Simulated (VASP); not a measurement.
Runs of VASP 6.6.1 on CoO. The structure is that of space group P6_3/mmc (No. 194), or close to it. The cells are those of the table. 

```tsv
spin	cell	gap on the mesh (eV)	pressure (GPa)	moment (μB)
collinear, ferromagnetic start	a = 2.711, b = 2.711, c = 4.883 Å, angles 90.0, 90.0, 120.0°, 4 atoms	none	(a)	3.51
off	a = 2.813, b = 2.813, c = 4.850 Å, angles 90.0, 90.0, 120.0°, 4 atoms	none	(b)	-
off	a = 2.851, b = 2.851, c = 5.135 Å, angles 90.0, 90.0, 120.0°, 4 atoms	none	-19.3	-
collinear, ferromagnetic start	a = 2.647, b = 2.647, c = 4.767 Å, angles 90.0, 90.0, 120.0°, 4 atoms	none	54.5	2.34
```

Alike in all rows: task single point; level PBEsol; potentials or basis VASP PAW PBE potentials, release 64 (Co, O); k mesh 18 × 18 × 10; cutoff (eV) 520; smearing gaussian 0.1 eV.

Task: Estimate the missing entries.

Result: (a) 30.3; (b) -0.1.

Caveats: the PAW data sets were made with another functional, which shifts forces and pressure a little; semilocal functionals often make such compounds metallic where correlation or magnetic order opens a gap, which also shifts bond lengths.

A gap of «none» marks levels without a gap at the run's occupations.
